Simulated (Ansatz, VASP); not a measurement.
# Si in VASP and in Ansatz

```
Si
1.0
     0.00000    2.71193    2.71193
     2.71193    0.00000    2.71193
     2.71193    2.71193    0.00000
Si
2
Direct
  0.00000 0.00000 0.00000
  0.25000 0.25000 0.25000
```

Change from the starting cell: volume scaled by 0.975, PAW files.

Alike in both runs: task electric field gradients; functional PBE; k mesh 13 × 13 × 13; occupations fermi-dirac, width 0.05 eV; no spin polarisation.

|  | VASP | Ansatz |
| --- | --- | --- |
| version | VASP 6.6.1 | Ansatz 0.2.0 |
| potentials or method | VASP PAW PBE potentials, release 64 (Si) | PAW with Ansatz's default frozen-core files, scalar-relativistic |
| plane-wave cutoff (eV) | 520 | 420 |
| valence electrons in the cell | 8 | 8 |

```csv
,VASP,Ansatz,Ansatz less VASP
pressure (GPa),2.3,2.4,+0.08
```

With one functional, cell and mesh, what is left measures potentials, basis and numerics.
